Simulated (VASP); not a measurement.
Input of a VASP 6.6.1 run:

The input INCAR:

```
ALGO = Normal
EDIFF = 1E-6
ENCUT = 520
GGA = PE
ISIF = 2
ISMEAR = 0
LASPH = T
LCHARG = T
LELF = T
LREAL = F
LVHAR = T
LWAVE = F
NBANDS = 15
NELM = 60
PREC = Accurate
SIGMA = 0.05
```

KPOINTS

```
k-points
0
Gamma
  6 6 6
```

POSCAR

```
KI
1.0
    4.1624607602      0.0000000000      0.0000000000
    0.0000000000      4.1624607602      0.0000000000
    0.0000000000      0.0000000000      4.3555646099
K I
1 1
Direct
    0.0000000000      0.0000000000      0.0000000000
    0.5000000000      0.5000000000      0.5000000000
```

Potentials or basis: VASP PAW PBE potentials, release 64 (K_sv, I).

The run is started by

```sh
$ cat potpaw_PBE.64/K_sv/POTCAR potpaw_PBE.64/I/POTCAR > POTCAR
$ mpirun -np 1 vasp_std > vasp.out
```

(1) What does it give for the pressure?

(2) What does it give for the band gap on the k mesh?

Answers

(1) 1.3 GPa.

(2) 3.32 eV (least direct gap 3.69 eV).

Caveat: the cell differs from its parent crystal (strain -0.030 along x and y, +0.015 along z); spin-orbit coupling is left out, which moves the levels of the heavy elements.
